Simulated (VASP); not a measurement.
# InFe2B (P4/mmm) in VASP: further runs, part 3 of 3

VASP 6.6.1.

## (4) Relaxation of cell and atoms, PBE, collinear spin, ferromagnetic start

This run uses another cell than the first one, of 21.42 Å³/atom.

The input, INCAR:

```
ALGO = Normal
EDIFF = 1E-6
EDIFFG = -0.04
ENCUT = 600
GGA = PE
IBRION = 2
ISIF = 3
ISMEAR = 0
ISPIN = 2
LASPH = T
LCHARG = F
LMAXMIX = 4
LORBIT = 11
LREAL = F
LWAVE = F
MAGMOM = 0 4 4 0
NELM = 150
NSW = 90
PREC = Accurate
SIGMA = 0.1
```

The input, KPOINTS:

```
k-points
0
Gamma
  4 4 4
```

The input, POSCAR:

```
InFe2B
1.0
    4.5540000000      0.0000000000      0.0000000000
    0.0000000000      4.5540000000      0.0000000000
    0.0000000000      0.0000000000      4.1305065100
In Fe B
1 2 1
Direct
    0.5000000000      0.5000000000      0.5000000000
    0.5000000000      0.0000000000      0.0000000000
    0.0000000000      0.5000000000      0.0000000000
    0.0000000000      0.0000000000      0.0000000000
```

Potentials or basis: VASP PAW PBE potentials, release 64 (In_d, Fe, B).

The run is started by

```
$ cat potpaw_PBE.64/In_d/POTCAR potpaw_PBE.64/Fe/POTCAR potpaw_PBE.64/B/POTCAR > POTCAR
$ mpirun -np 1 vasp_std > vasp.out
```

OUTCAR:

```text
EDIFF = 1E-6
   EDIFFG = -0.04
   ENCUT = 600
   GGA = PE
   IBRION = 2
   ISIF = 3
   ISMEAR = 0
   ISPIN = 2
   LASPH = T
   LORBIT = 11
   LREAL = F
   NELM = 150
   NSW = 90
   PREC = Accurate

 ion  position               nearest neighbor table
   1  0.500  0.500  0.500-   2 3.07   3 3.07   2 3.07   3 3.07   2 3.07   2 3.07   3 3.07   3 3.07

   2  0.500  0.000  0.000-   4 2.28   4 2.28   1 3.07   1 3.07   1 3.07   1 3.07
   3  0.000  0.500  0.000-   4 2.28   4 2.28   1 3.07   1 3.07   1 3.07   1 3.07
   4  0.000  0.000  0.000-   2 2.28   3 2.28   3 2.28   2 2.28

  LATTYP: Found a simple tetragonal cell.
 ALAT       =     4.5540000000
 C/A-ratio  =     0.9070062604

  Lattice vectors:

 A1 = (   4.5540000000,   0.0000000000,   0.0000000000)
 A2 = (   0.0000000000,   4.5540000000,   0.0000000000)
 A3 = (   0.0000000000,   0.0000000000,   4.1305065100)

Analysis of symmetry for initial positions (statically):
=====================================================================
 Subroutine PRICEL returns:
 Original cell was already a primitive cell.

 Routine SETGRP: Setting up the symmetry group for a
 simple tetragonal supercell.

 Subroutine GETGRP returns: Found 16 space group operations
 (whereof 16 operations were pure point group operations)
 out of a pool of 16 trial point group operations.

The static configuration has the point symmetry D_4h.

Analysis of symmetry for dynamics (positions and initial velocities):
=====================================================================
 Subroutine PRICEL returns:
 Original cell was already a primitive cell.

 Routine SETGRP: Setting up the symmetry group for a
 simple tetragonal supercell.

 Subroutine GETGRP returns: Found 16 space group operations
 (whereof 16 operations were pure point group operations)
 out of a pool of 16 trial point group operations.

The dynamic configuration has the point symmetry D_4h.

Analysis of structural, dynamic, and magnetic symmetry:
[... 130 lines left out ...]
  Fermi-wavevector in a.u.,A,eV,Ry     =   1.179040  2.228062 18.913924  1.390134
  Thomas-Fermi vector in A             =   2.315358
   LORBIT       =     11    0 simple, 1 ext, 2 COOP (PROOUT), +10 PAW based schemes
   GGA     = PE    functional components
   LHFCALC =     F    Hartree Fock is set to
   AEXX    =    0.0000 exact exchange contribution
   IVDW    =     0    specifies the selected vdW correction
   LEPSILON=     F    determine dielectric tensor
   LRPA    =     F    only Hartree local field effects (RPA)
 conjugate gradient relaxation of ions
 spin polarized calculation
 Gauss-broadening in eV      SIGMA  =   0.10
  energy-cutoff  :      600.00
  volume of cell :       85.66
 maximum number of plane-waves:      2880
   NGX = 19   NGY = 19   NGZ = 17

--------------------------------------- Ionic step        1  -------------------------------------------

 number of electron      31.9999991 magnetization       5.1882867

 Free energy of the ion-electron system (eV)
  ---------------------------------------------------
  ext. energy  EPLUGINS =         0.00000000
  ---------------------------------------------------
  free energy    TOTEN  =       -21.72634513 eV

  energy without entropy =      -21.69823550  energy(sigma->0) =      -21.71229032

 E-fermi :   3.0200     XC(G=0):  -9.6170

 val. band max:        3.0188609810   @ k =   0.2500   0.2500   0.0000
 cond. band min:       3.0539442257   @ k =   0.2500   0.2500   0.0000
 fundamental gap:      0.0350832447
 Fermi energy:         3.0200372030

 spin component 1

 k-point     1 :       0.0000    0.0000    0.0000
  band No.  band energies     occupation
      1     -11.0871      1.00000
      2     -11.0448      1.00000
      3     -11.0388      1.00000
      4     -11.0388      1.00000
      5     -11.0278      1.00000
      6      -4.8564      1.00000
[... 1229 lines left out ...]
--------------------------------------- Ionic step        8  -------------------------------------------

 number of electron      32.0000004 magnetization       3.1262890

 Free energy of the ion-electron system (eV)
  ---------------------------------------------------
  ext. energy  EPLUGINS =         0.00000000
  ---------------------------------------------------
  free energy    TOTEN  =       -24.38756495 eV

  energy without entropy =      -24.36550523  energy(sigma->0) =      -24.37653509

 E-fermi :   5.7439     XC(G=0): -11.3628

 val. band max:        5.7300468116   @ k =   0.2500   0.0000   0.2500
 cond. band min:       5.7525262467   @ k =   0.5000   0.2500   0.2500
 fundamental gap:      0.0224794350
 Fermi energy:         5.7439391339

 spin component 1

 k-point     1 :       0.0000    0.0000    0.0000
  band No.  band energies     occupation
      1      -8.2989      1.00000
      2      -8.2371      1.00000
      3      -8.2082      1.00000
      4      -8.2082      1.00000
      5      -8.1157      1.00000
      6      -3.8371      1.00000
[... 995 lines left out ...]
  FREE ENERGIE OF THE ION-ELECTRON SYSTEM (eV)
  ---------------------------------------------------
  free  energy   TOTEN  =       -24.3875649479 eV

  energy  without entropy=      -24.3655052290  energy(sigma->0) =      -24.37653509

 reached required accuracy - stopping structural energy minimisation

 total charge

# of ion       s       p       d       tot
------------------------------------------
    1        0.868   0.714   9.875  11.458
    2        0.450   0.563   6.345   7.358
    3        0.450   0.563   6.345   7.358
    4        0.807   1.099   0.000   1.905
--------------------------------------------------
tot          2.574   2.939  22.565  28.079

 magnetization (x)

# of ion       s       p       d       tot
------------------------------------------
    1       -0.024  -0.080   0.005  -0.098
    2        0.008  -0.014   1.730   1.725
    3        0.008  -0.014   1.730   1.725
    4       -0.024  -0.136   0.000  -0.159
--------------------------------------------------
tot         -0.030  -0.244   3.466   3.192
```

Run time: 5.6 min. Hardware: 1 thread of Intel Xeon 6975P-C (Granite Rapids), shared host; peak memory 0.3 GiB.

Results:

```
Free energy                                           : -24.3876 eV
Relaxed volume                                        : 14.59 Å³/atom
Relaxed cell                                          : a = 3.842 Å, b = 3.842 Å, c = 3.953 Å, α = 90.00°, β = 90.00°, γ = 90.00°
Space group after relaxing (to 0.1 Å)                 : P4/mmm (No. 123)
Energy gained by relaxing                             : 665.3 meV/atom
Ionic steps                                           : 8
Pressure after relaxing                               : 0.0 GPa
Net moment                                            : 3.13 μB per cell
Site moments                                          : In -0.10; Fe +1.73; B -0.16 μB
Valence electrons inside the program's atomic spheres : In 11.46; Fe 7.36; B 1.91
```

Stress tensor (GPa, compression positive):
```
 0.03  0.00  0.00
 0.00  0.03  0.00
 0.00  0.00 -0.05
```

The path:
```tsv
step	energy change (eV)	largest force (eV/Å)	pressure (GPa)	volume (Å³)
1	0.0000	0.0000	-17.16	85.66
2	-2.6188	0.0000	-4.52	60.06
3	-2.6574	0.0000	0.80	57.67
4	-2.6570	0.0000	-0.38	58.17
5	-2.6594	0.0000	-0.48	58.35
6	-2.6607	0.0000	-0.58	58.63
7	-2.6604	0.0000	0.72	58.03
8	-2.6612	0.0000	0.00	58.36
```

Final structure:
```
CELL_PARAMETERS angstrom
3.84204 0.00000 0.00000
0.00000 3.84204 0.00000
0.00000 0.00000 3.95328
ATOMIC_POSITIONS crystal
In 0.50000 0.50000 0.50000
Fe 0.50000 0.00000 0.00000
Fe 0.00000 0.50000 0.00000
B 0.00000 0.00000 0.00000
```

Levels at points of the mesh, in eV from the Fermi level:
Spin up:
```
           k point  band 13  band 14  band 15  band 16  band 17  band 18  band 19  band 20  band 21  band 22
(0.00, 0.00, 0.00)    -1.29    -1.29    -1.10    -0.68    -0.68    -0.55    -0.09     3.29     5.92     6.03
(0.50, 0.00, 0.00)    -2.12    -2.10    -1.87    -1.64    -1.60     2.75     3.09     4.03     4.23     4.25
(0.50, 0.50, 0.00)    -2.81    -2.03    -2.03    -1.23    -1.23     0.54     0.54     4.93     7.34     7.40
(0.00, 0.00, 0.50)    -1.42    -1.42    -1.26    -1.09    -0.09     0.29     0.29     2.80     5.91     6.15
(0.50, 0.00, 0.50)    -1.96    -1.92    -1.59    -1.44    -0.91    -0.43    -0.25     2.96     5.44     6.77
(0.50, 0.50, 0.50)    -1.70    -1.26    -1.22    -1.22    -1.18    -0.41    -0.41     1.36     1.85     1.85
```
Spin down:
```
           k point  band 13  band 14  band 15  band 16  band 17  band 18
(0.00, 0.00, 0.00)    -0.48    -0.48    -0.05     0.63     0.63     0.71
(0.50, 0.00, 0.00)    -1.04    -0.46    -0.04     0.15     0.23     3.25
(0.50, 0.50, 0.00)    -1.71    -0.37    -0.37     0.67     0.79     1.89
(0.00, 0.00, 0.50)     0.17     0.17     0.22     0.47     0.47     0.88
(0.50, 0.00, 0.50)    -0.61    -0.18     0.28     0.30     0.34     1.05
(0.50, 0.50, 0.50)    -0.49    -0.42    -0.42     0.44     0.44     0.72
```

Caveat: the k points lie up to 0.41 Å⁻¹ apart in the final cell; the volume moved by over 15 % at a fixed basis, so the end points are rough; spin-orbit coupling is left out, which moves the levels of the heavy elements.

## (5) Overview

| task | cell | cutoff (eV) | gap on the mesh (eV) | pressure (GPa) | moment (μB) |
| --- | --- | --- | --- | --- | --- |
| single point | a = 3.836, b = 3.836, c = 3.962 Å, 4 atoms | 520 | none | 0.3 | 3.13 |
| single point | a = 4.554, b = 4.554, c = 4.131 Å, 4 atoms | 520 | none | -17.2 | 5.19 |
| relaxation of cell and atoms | relaxed from a = 4.554, b = 4.554, c = 4.131 Å, 4 atoms | 600 | none | 0.0 | 3.13 |

Alike in all rows: level PBE; potentials or basis VASP PAW PBE potentials, release 64 (In_d, Fe, B); spin collinear, ferromagnetic start; k mesh 4 × 4 × 4; smearing gaussian 0.1 eV.

Caveats: all runs use coarse meshes; spin-orbit coupling is left out, which moves the levels of the heavy elements; the volume moved by over 15 % at a fixed basis, so the end points are rough (at least some runs).

Absolute energies hang on the potentials; compare differences alone.
